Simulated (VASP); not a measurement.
**ZrS: single point with PBEsol**

The system is ZrS.

```xyz
2
Lattice="0.0000 2.6595 2.6595 2.6595 0.0000 2.6595 2.6595 2.6595 0.0000" Properties=species:S:1:pos:R:3 pbc="T T T"
Zr    0.0000    0.0000    0.0000
S     2.6595    2.6595    2.6595
```

- Program: VASP 6.6.1
- Task: single point
- Functional: PBEsol
- Potentials or basis: VASP PAW PBE potentials, release 64 (Zr_sv, S)
- Cutoff: 520 eV
- k mesh: 8 × 8 × 8
- Occupations: fermi-dirac, width 0.05 eV
- Spin: no spin polarisation

```yaml
Pressure: -10.6 GPa
Band_gap_on_the_k_mesh: zero (band 9 reaches 11.51 eV, above the bottom of band 10 at 8.86 eV)
```

Levels at points of the mesh, in eV from the Fermi level:
```
           k point  band 7  band 8  band 9  band 10  band 11  band 12
(0.00, 0.00, 0.00)   -3.56   -3.56   -1.33    -1.33    -1.33    -0.69
(0.50, 0.00, 0.00)   -5.86   -5.86    1.33     1.33     1.60     1.78
(0.50, 0.50, 0.00)   -4.49   -4.49   -3.33     0.44     2.18     2.18
```

Run time: 30 s on 1 thread of AMD EPYC 7R13 (shared host), peak memory 0.13 GiB.

Caveat: the PAW data sets were made with another functional, which shifts forces and pressure a little.
